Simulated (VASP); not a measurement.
AgBr:

```xyz
2
Lattice="0.0000 2.9203 2.9203 2.9203 0.0000 2.9203 2.9203 2.9203 0.0000" Properties=species:S:1:pos:R:3 pbc="T T T"
Ag    2.9203    2.9203    2.9203
Br    0.0000    0.0000    0.0000
```

Base run:

- Program: VASP 6.6.1
- Functional: RPBE
- Potentials or basis: VASP PAW PBE potentials, release 64 (Ag, Br)
- Cutoff: 500 eV
- k mesh: 10 × 10 × 10
- Occupations: gaussian, width 0.05 eV
- Spin: no spin polarisation

Its results: band gap on the k mesh 0.86 eV, indirect (least direct gap 2.61 eV); pressure 2.6 GPa.

Q: The run is repeated on the same cell with these changes: functional from RPBE to PBE; dispersion from none to D3(BJ). What comes out?

A: Band gap on the k mesh 0.69 eV, indirect (least direct gap 2.44 eV); pressure -2.3 GPa.

Several settings changed at once, so the effect can't be laid on one alone.

Caveats: the PAW data sets were made with another functional, which shifts forces and pressure a little (some runs); three body term missing (some runs).

A k mesh can miss the band edges.
